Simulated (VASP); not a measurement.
# CsSnI3 (Pm-3m) in VASP: further runs

The runs below take CsSnI3 through single point, with PBEsol.

Everything below comes from runs of VASP 6.6.1. Logs are shortened: lines on timing, memory, paths and dates and some standing lists are left out, and cuts for length are marked.

### Step 1. The cell of the first run

The structure is cubic, space group Pm-3m (No. 221). The conventional cell has a = 6.254 Å, b = 6.254 Å, c = 6.254 Å, α = 90.00°, β = 90.00°, γ = 90.00°. Cs (site symmetry m-3m) has 12 I at 4.42 Å and 8 Sn at 5.42 Å within 5.8 Å. Within 4.1 Å of Sn (site symmetry m-3m) lie 6 I at 3.13 Å. I (site symmetry 4/mmm) has 2 Sn at 3.13 Å within 4.1 Å.

### Step 2. Single point, PBEsol (volume scaled by 1.06)

Input file INCAR:

```
  PREC = Accurate
  ENCUT = 520
  EDIFF = 1E-7
  ISMEAR = 0
  SIGMA = 0.01
  LREAL = False
  LASPH = True
  NELM = 100
  ALGO = Normal
  ISIF = 2
  LWAVE = False
  LCHARG = False
  GGA = PS
  NBANDS = 30
```

Input file KPOINTS:

```
regular mesh
0
Gamma
  6 6 6
```

Input file POSCAR:

```
CsSnI3
1.0
    6.2543778368      0.0000000000      0.0000000000
    0.0000000000      6.2543778368      0.0000000000
    0.0000000000      0.0000000000      6.2543778368
Cs Sn I
1 1 3
Direct
    0.0000000000      0.0000000000      0.0000000000
    0.5000000000      0.5000000000      0.5000000000
    0.0000000000      0.5000000000      0.5000000000
    0.5000000000      0.0000000000      0.5000000000
    0.5000000000      0.5000000000      0.0000000000
```

Potentials or basis: VASP PAW PBE potentials, release 64 (Cs_sv, Sn_d, I).

On the command line:

```
cat potpaw_PBE.64/Cs_sv/POTCAR potpaw_PBE.64/Sn_d/POTCAR potpaw_PBE.64/I/POTCAR > POTCAR
mpirun -np 1 vasp_std > vasp.out
```

OUTCAR:

```text
PREC = Accurate
   ENCUT = 520
   EDIFF = 1E-7
   ISMEAR = 0
   LREAL = False
   LASPH = True
   NELM = 100
   ISIF = 2
   GGA = PS

 ion  position               nearest neighbor table
   1  0.000  0.000  0.000-
   2  0.500  0.500  0.500-   3 3.13   4 3.13   5 3.13   5 3.13   4 3.13   3 3.13
   3  0.000  0.500  0.500-   2 3.13   2 3.13
   4  0.500  0.000  0.500-   2 3.13   2 3.13
   5  0.500  0.500  0.000-   2 3.13   2 3.13

  LATTYP: Found a simple cubic cell.
 ALAT       =     6.2543778368

  Lattice vectors:

 A1 = (   6.2543778368,   0.0000000000,   0.0000000000)
 A2 = (   0.0000000000,   6.2543778368,   0.0000000000)
 A3 = (   0.0000000000,   0.0000000000,   6.2543778368)

Analysis of symmetry for initial positions (statically):
=====================================================================
 Subroutine PRICEL returns:
 Original cell was already a primitive cell.

 Routine SETGRP: Setting up the symmetry group for a
 simple cubic supercell.

 Subroutine GETGRP returns: Found 48 space group operations
 (whereof 48 operations were pure point group operations)
 out of a pool of 48 trial point group operations.

The static configuration has the point symmetry O_h .

Analysis of symmetry for dynamics (positions and initial velocities):
=====================================================================
 Subroutine PRICEL returns:
 Original cell was already a primitive cell.

 Routine SETGRP: Setting up the symmetry group for a
 simple cubic supercell.

 Subroutine GETGRP returns: Found 48 space group operations
 (whereof 48 operations were pure point group operations)
 out of a pool of 48 trial point group operations.

The dynamic configuration has the point symmetry O_h .

 Subroutine INISYM returns: Found 48 space group operations
 (whereof 48 operations are pure point group operations),
 and found     1 'primitive' translations

----------------------------------------------------------------------------------------

                                     Primitive cell

  volume of cell :     244.6540

  direct lattice vectors                    reciprocal lattice vectors
     6.254377837  0.000000000  0.000000000     0.159888006  0.000000000  0.000000000
     0.000000000  6.254377837  0.000000000     0.000000000  0.159888006  0.000000000
     0.000000000  0.000000000  6.254377837     0.000000000  0.000000000  0.159888006

  length of vectors
     6.254377837  6.254377837  6.254377837     0.159888006  0.159888006  0.159888006

  position of ions in fractional coordinates (direct lattice)
     0.000000000  0.000000000  0.000000000
     0.500000000  0.500000000  0.500000000
     0.000000000  0.500000000  0.500000000
     0.500000000  0.000000000  0.500000000
     0.500000000  0.500000000  0.000000000

  ion indices of the primitive-cell ions
   primitive index   ion index
                 1           1
                 2           2
                 3           3
                 4           4
                 5           5

----------------------------------------------------------------------------------------

 KPOINTS: regular mesh

Automatic generation of k-mesh.
 Grid dimensions read from file:
 generate k-points for:    6    6    6

 Generating k-lattice:

  Cartesian coordinates                     Fractional coordinates (reciprocal lattice)
     0.026648001  0.000000000  0.000000000     0.166666667  0.000000000  0.000000000
     0.000000000  0.026648001  0.000000000     0.000000000  0.166666667  0.000000000
     0.000000000  0.000000000  0.026648001     0.000000000  0.000000000  0.166666667

  Length of vectors
     0.026648001  0.026648001  0.026648001

  Shift w.r.t. Gamma in fractional coordinates (k-lattice)
     0.000000000  0.000000000  0.000000000

 Subroutine IBZKPT returns following result:
 ===========================================

 Found     20 irreducible k-points:

 Following reciprocal coordinates:
            Coordinates               Weight
  0.000000  0.000000  0.000000      1.000000
  0.166667  0.000000  0.000000      6.000000
  0.333333  0.000000  0.000000      6.000000
  0.500000  0.000000  0.000000      3.000000
  0.166667  0.166667  0.000000     12.000000
  0.333333  0.166667  0.000000     24.000000
[... 12 lines left out ...]
  0.500000  0.500000  0.333333      6.000000
  0.500000  0.500000  0.500000      1.000000
   k-points           NKPTS =     20   k-points in BZ     NKDIM =     20   number of bands    NBANDS=     30
   number of dos      NEDOS =    301   number of ions     NIONS =      5
   total plane-waves  NPLWV = 110592
   dimension x,y,z NGX =    48 NGY =   48 NGZ =   48
   dimension x,y,z NGXF=    96 NGYF=   96 NGZF=   96
   ions per type =               1   1   3
   NGX,Y,Z   is equivalent  to a cutoff of  12.76, 12.76, 12.76 a.u.
   NGXF,Y,Z  is equivalent  to a cutoff of  25.52, 25.52, 25.52 a.u.
 SYSTEM =  unknown system
   PREC   = accura    normal or accurate (medium, high low for compatibility)
   ISTART =      0    job   : 0-new  1-cont  2-samecut
   ICHARG =      2    charge: 1-file 2-atom 10-const
   ISPIN  =      1    spin polarized calculation?
   LNONCOLLINEAR =      F non collinear calculations
   LSORBIT =      F    spin-orbit coupling
   LASPH  =      T    aspherical Exc in radial PAW
   ENCUT  =  520.0 eV  38.22 Ry    6.18 a.u.  11.63 11.63 11.63*2*pi/ulx,y,z
   NELM   =    100;   NELMIN=  2; NELMDL= -5     # of ELM steps
   EDIFF  = 0.1E-06   stopping-criterion for ELM
   LREAL  =      F    real-space projection
   EDIFFG = 0.1E-05   stopping-criterion for IOM
   NSW    =      0    number of steps for IOM
   IBRION =     -1    ionic relax: 0-MD 1-quasi-New 2-CG
   NFREE  =      0    steps in history (QN), initial steepest desc. (CG)
   ISIF   =      2    stress and relaxation
   ISYM   =      2    0-nonsym 1-usesym 2-fastsym
   POTIM  = 0.5000    time-step for ionic-motion
   TEBEG  =    0.0;   TEEND  =   0.0 temperature during run
   PSTRESS=    0.0 pullay stress
   NELECT =      44.0000    total number of electrons
   NUPDOWN=      -1.0000    fix difference up-down
   EMIN   =  10.00;   EMAX   =-10.00  energy-range for DOS
   EFERMI =   0.00;   METHOD = LEGACY
   ISMEAR =     0;   SIGMA  =   0.01  broadening in eV -4-tet -1-fermi 0-gaus
   EFERMI_NEDOS =   21; number of points for ismear=-14 and -15
   IALGO  =     38    algorithm
   IMIX   =      4    mixing-type and parameters
     AMIX     =   0.40;   BMIX     =  1.00
     AMIX_MAG =   1.60;   BMIX_MAG =  1.00
  volume/ion in A,a.u.               =      48.93       330.20
  Fermi-wavevector in a.u.,A,eV,Ry     =   0.924077  1.746253 11.618270  0.853919
  Thomas-Fermi vector in A             =   2.049784
   LORBIT       =      0    0 simple, 1 ext, 2 COOP (PROOUT), +10 PAW based schemes
   GGA     = PS    functional components
   LHFCALC =     F    Hartree Fock is set to
   AEXX    =    0.0000 exact exchange contribution
   IVDW    =     0    specifies the selected vdW correction
   LEPSILON=     F    determine dielectric tensor
   LRPA    =     F    only Hartree local field effects (RPA)
 non-spin polarized calculation
 Gauss-broadening in eV      SIGMA  =   0.01
  energy-cutoff  :      520.00
  volume of cell :      244.65
 maximum number of plane-waves:      6704
 NGX is ok and might be reduce to    48
   NGX = 23   NGY = 23   NGZ = 23

 number of electron      43.9999979 magnetization

 Free energy of the ion-electron system (eV)
  ---------------------------------------------------
  ext. energy  EPLUGINS =         0.00000000
  ---------------------------------------------------
  free energy    TOTEN  =       -15.04026889 eV

  energy without entropy =      -15.04026889  energy(sigma->0) =      -15.04026889

 E-fermi :   2.6049     XC(G=0):  -7.5896

 val. band max:        2.4843714300   @ k =   0.5000   0.5000   0.5000
 cond. band min:       2.8433812221   @ k =   0.5000   0.5000   0.5000
 fundamental gap:      0.3590097921
 Fermi energy:         2.6048578222

 k-point     1 :       0.0000    0.0000    0.0000
  band No.  band energies     occupation
      1     -19.6879      2.00000
      2     -19.4386      2.00000
      3     -19.4386      2.00000
      4     -19.4200      2.00000
      5     -19.4200      2.00000
      6     -19.4200      2.00000
[... 22 lines left out ...]
     29       7.1118      0.00000
     30       7.1118      0.00000

 k-point     2 :       0.1667    0.0000    0.0000
  band No.  band energies     occupation
      1     -19.6878      2.00000
      2     -19.4386      2.00000
      3     -19.4383      2.00000
      4     -19.4201      2.00000
      5     -19.4201      2.00000
      6     -19.4200      2.00000
[... 22 lines left out ...]
     29       6.2272      0.00000
     30       7.0660      0.00000

 k-point     3 :       0.3333    0.0000    0.0000
  band No.  band energies     occupation
      1     -19.6877      2.00000
      2     -19.4386      2.00000
      3     -19.4376      2.00000
      4     -19.4201      2.00000
      5     -19.4201      2.00000
      6     -19.4200      2.00000
[... 22 lines left out ...]
     29       6.6733      0.00000
     30       7.1856      0.00000

 k-point     4 :       0.5000    0.0000    0.0000
  band No.  band energies     occupation
      1     -19.6876      2.00000
      2     -19.4386      2.00000
      3     -19.4372      2.00000
      4     -19.4202      2.00000
      5     -19.4202      2.00000
      6     -19.4200      2.00000
[... 22 lines left out ...]
     29       6.8108      0.00000
     30       6.8501      0.00000

 k-point     5 :       0.1667    0.1667    0.0000
  band No.  band energies     occupation
      1     -19.6878      2.00000
      2     -19.4384      2.00000
      3     -19.4381      2.00000
      4     -19.4201      2.00000
      5     -19.4201      2.00000
      6     -19.4201      2.00000
[... 22 lines left out ...]
     29       6.3551      0.00000
     30       6.7041      0.00000
[... 394 lines left out ...]
     29       6.9067      0.00000
     30       7.6508      0.00000

 k-point    18 :       0.5000    0.3333    0.3333
  band No.  band energies     occupation
      1     -19.6871      2.00000
      2     -19.4370      2.00000
      3     -19.4367      2.00000
      4     -19.4203      2.00000
      5     -19.4203      2.00000
      6     -19.4202      2.00000
[... 22 lines left out ...]
     29       6.8497      0.00000
     30       7.4465      0.00000

 k-point    19 :       0.5000    0.5000    0.3333
  band No.  band energies     occupation
      1     -19.6870      2.00000
      2     -19.4369      2.00000
      3     -19.4365      2.00000
      4     -19.4203      2.00000
      5     -19.4203      2.00000
      6     -19.4203      2.00000
[... 22 lines left out ...]
     29       6.6831      0.00000
     30       7.5938      0.00000

 k-point    20 :       0.5000    0.5000    0.5000
  band No.  band energies     occupation
      1     -19.6870      2.00000
      2     -19.4365      2.00000
      3     -19.4365      2.00000
      4     -19.4203      2.00000
      5     -19.4203      2.00000
      6     -19.4203      2.00000
[... 22 lines left out ...]
     29       6.5531      0.00000
     30       7.7770      0.00000

------------------------ aborting loop because EDIFF is reached ----------------------------------------

  FORCE on cell =-STRESS in cart. coord.  units (eV):
  Direction    XX          YY          ZZ          XY          YZ          ZX
  --------------------------------------------------------------------------------------
  -------------------------------------------------------------------------------------
  Total       -1.3805872     -1.3805872     -1.3805872      0.0000000      0.0000000      0.0000000
  in kB       -9.0411172     -9.0411172     -9.0411172      0.0000000      0.0000000      0.0000000
  external PRESSURE =      -9.0411172 kB  Pullay stress =       0.0000000 kB

 VOLUME and BASIS-vectors are now :
 -----------------------------------------------------------------------------
  energy-cutoff  :      520.00
  volume of cell :      244.65
      direct lattice vectors                 reciprocal lattice vectors
     6.254377837  0.000000000  0.000000000     0.159888006  0.000000000  0.000000000
     0.000000000  6.254377837  0.000000000     0.000000000  0.159888006  0.000000000
     0.000000000  0.000000000  6.254377837     0.000000000  0.000000000  0.159888006

 POSITION                                       TOTAL-FORCE (eV/Angst)
 -----------------------------------------------------------------------------------
      0.00000      0.00000      0.00000         0.000000      0.000000      0.000000
      3.12719      3.12719      3.12719         0.000000      0.000000      0.000000
      0.00000      3.12719      3.12719         0.000000      0.000000      0.000000
      3.12719      0.00000      3.12719         0.000000      0.000000      0.000000
      3.12719      3.12719      0.00000         0.000000      0.000000      0.000000
 -----------------------------------------------------------------------------------
    total drift:                                0.000000     -0.000000     -0.000000

  FREE ENERGIE OF THE ION-ELECTRON SYSTEM (eV)
  ---------------------------------------------------
  free  energy   TOTEN  =       -15.0402688931 eV

  energy  without entropy=      -15.0402688931  energy(sigma->0) =      -15.04026889
```

Wall time 73 s (1 thread of Intel Xeon 6975P-C (Granite Rapids), shared host); peak memory 0.41 GiB.

Results:

* Free energy: -15.0403 eV
* Pressure: -0.9 GPa
* Band gap on the k mesh: 0.36 eV, direct

Levels at points of the mesh, in eV from the valence-band top:
| k point | band 20 | band 21 | band 22 | band 23 | band 24 | band 25 |
| --- | --- | --- | --- | --- | --- | --- |
| (0.00, 0.00, 0.00) | -2.04 | -2.04 | -2.04 | 2.18 | 3.19 | 3.19 |
| (0.50, 0.00, 0.00) | -2.15 | -2.15 | -1.50 | 1.13 | 3.72 | 3.91 |
| (0.50, 0.50, 0.00) | -2.39 | -1.62 | -0.74 | 0.81 | 0.81 | 3.95 |
| (0.50, 0.50, 0.50) | -1.60 | -1.60 | 0.00 | 0.36 | 0.36 | 0.36 |

Caveat: the PAW data sets were made with another functional, which shifts forces and pressure a little; spin-orbit coupling is left out, which moves the levels of the heavy elements. A k mesh can miss the band edges.

### Step 3. Single point, PBEsol (equal strain along all axes, cell held: +2.0 %)

Input file INCAR:

```
SYSTEM = CsSnI3
ALGO = Normal
EDIFF = 1E-7
ENCUT = 520
GGA = PS
ISIF = 2
ISMEAR = 0
LASPH = .TRUE.
LCHARG = .FALSE.
LREAL = .FALSE.
LWAVE = .FALSE.
NBANDS = 30
NELM = 100
PREC = Accurate
SIGMA = 0.01
```

Input file KPOINTS:

```
k-points
0
G
  6 6 6
  0 0 0
```

Edit POSCAR of step 2 so:

```diff
@@ -2,5 +2,5 @@
 1.0
-    6.2543778368      0.0000000000      0.0000000000
-    0.0000000000      6.2543778368      0.0000000000
-    0.0000000000      0.0000000000      6.2543778368
+    6.2567528251      0.0000000000      0.0000000000
+    0.0000000000      6.2567528251      0.0000000000
+    0.0000000000      0.0000000000      6.2567528251
 Cs Sn I
```

Potentials or basis: VASP PAW PBE potentials, release 64 (Cs_sv, Sn_d, I).

On the command line:

```
cat potpaw_PBE.64/Cs_sv/POTCAR potpaw_PBE.64/Sn_d/POTCAR potpaw_PBE.64/I/POTCAR > POTCAR
mpirun -np 1 vasp_std > vasp.out
```

OUTCAR:

```text
SYSTEM = CsSnI3
   EDIFF = 1E-7
   ENCUT = 520
   GGA = PS
   ISIF = 2
   ISMEAR = 0
   LASPH = .TRUE.
   LREAL = .FALSE.
   NELM = 100
   PREC = Accurate

 ion  position               nearest neighbor table
   1  0.000  0.000  0.000-
   2  0.500  0.500  0.500-   3 3.13   4 3.13   5 3.13   5 3.13   4 3.13   3 3.13
   3  0.000  0.500  0.500-   2 3.13   2 3.13
   4  0.500  0.000  0.500-   2 3.13   2 3.13
[... 856 lines left out ...]
  FORCE on cell =-STRESS in cart. coord.  units (eV):
  Direction    XX          YY          ZZ          XY          YZ          ZX
  --------------------------------------------------------------------------------------
  -------------------------------------------------------------------------------------
  Total       -1.4069454     -1.4069454     -1.4069454      0.0000000      0.0000000      0.0000000
  in kB       -9.2032417     -9.2032417     -9.2032417      0.0000000      0.0000000      0.0000000
  external PRESSURE =      -9.2032417 kB  Pullay stress =       0.0000000 kB

 VOLUME and BASIS-vectors are now :
 -----------------------------------------------------------------------------
  energy-cutoff  :      520.00
  volume of cell :      244.93
      direct lattice vectors                 reciprocal lattice vectors
     6.256752825  0.000000000  0.000000000     0.159827314  0.000000000  0.000000000
     0.000000000  6.256752825  0.000000000     0.000000000  0.159827314  0.000000000
     0.000000000  0.000000000  6.256752825     0.000000000  0.000000000  0.159827314

 POSITION                                       TOTAL-FORCE (eV/Angst)
 -----------------------------------------------------------------------------------
      0.00000      0.00000      0.00000         0.000000      0.000000      0.000000
      3.12838      3.12838      3.12838         0.000000      0.000000      0.000000
      0.00000      3.12838      3.12838         0.000000      0.000000      0.000000
      3.12838      0.00000      3.12838         0.000000      0.000000      0.000000
      3.12838      3.12838      0.00000         0.000000      0.000000      0.000000
 -----------------------------------------------------------------------------------
    total drift:                                0.000000     -0.000000     -0.000000

  FREE ENERGIE OF THE ION-ELECTRON SYSTEM (eV)
  ---------------------------------------------------
  free  energy   TOTEN  =       -15.0387017421 eV

  energy  without entropy=      -15.0387017421  energy(sigma->0) =      -15.03870174
```

Run time: 2.3 min. Hardware: 1 thread of Intel Xeon Platinum 8259CL at 2.50GHz (Skylake/Cascade Lake), shared host; peak memory 0.41 GiB.

Results:

- Free energy: -15.0387 eV
- Pressure: -0.9 GPa
- Band gap on the k mesh: 0.36 eV, direct

Levels at points of the mesh, in eV from the valence-band top:
```tsv
k point	band 18	band 19	band 20	band 21	band 22	band 23	band 24	band 25	band 26	band 27
(0.00, 0.00, 0.00)	-2.18	-2.18	-2.03	-2.03	-2.03	2.18	3.20	3.20	3.53	3.53
(0.50, 0.00, 0.00)	-2.42	-2.33	-2.14	-2.14	-1.49	1.13	3.72	3.91	4.28	4.28
(0.50, 0.50, 0.00)	-2.48	-2.48	-2.39	-1.61	-0.74	0.81	0.81	3.95	4.25	4.42
(0.50, 0.50, 0.50)	-2.38	-1.60	-1.60	-1.60	0.00	0.36	0.36	0.36	3.04	4.07
```

Caveat: the cell differs from its parent crystal (equal strain along all axes, cell held: +2.0 %); the PAW data sets were made with another functional, which shifts forces and pressure a little; spin-orbit coupling is left out, which moves the levels of the heavy elements.

[end of part 1 of 2]
